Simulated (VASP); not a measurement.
The system is NaPt.

```
Na Pt
1.0
     2.85097    0.00000    0.00000
    -1.42548    2.46901    0.00000
     0.00000    0.00000    4.88983
Na Pt
1 1
Direct
  0.66667 0.33333 0.50000
  0.33333 0.66667 0.00000
```

- Program: VASP 6.6.1
- Task: relaxation of cell and atoms
- Functional: PBEsol
- Potentials or basis: VASP PAW PBE potentials, release 64 (Na_pv, Pt)
- Cutoff: 600 eV
- k mesh: 8 × 8 × 4
- Occupations: fermi-dirac, width 0.05 eV
- Spin: no spin polarisation

At the start: pressure -4.4 GPa; volume 17.21 Å³/atom.

Q: How do energy, volume and symmetry change on relaxing?

A: Over 5 steps the energy falls by 12.6 meV/atom and the volume is 16.46 Å³/atom (-4.4 %); space group P-6m2 (No. 187, to 0.05 Å).

The path:
```tsv
step	energy change (eV)	largest force (eV/Å)	pressure (GPa)	volume (Å³)
1	0.0000	0.0000	-4.37	34.42
2	-0.0188	0.0000	2.75	32.13
3	-0.0250	0.0000	0.16	32.85
4	-0.0250	0.0000	0.01	32.88
5	-0.0252	0.0000	-0.05	32.92
```

Final structure:
```cif
data_structure
_symmetry_space_group_name_H-M 'P 1'
_symmetry_Int_Tables_number 1
_cell_length_a 2.7960
_cell_length_b 2.7960
_cell_length_c 4.8623
_cell_angle_alpha 90.000
_cell_angle_beta 90.000
_cell_angle_gamma 120.000
_cell_volume 32.92
loop_
_atom_site_label
_atom_site_type_symbol
_atom_site_fract_x
_atom_site_fract_y
_atom_site_fract_z
_atom_site_occupancy
Na1 Na 0.66667 0.33333 0.50000 1
Pt1 Pt 0.33333 0.66667 0.00000 1
```

Caveat: the PAW data sets were made with another functional, which shifts forces and pressure a little.
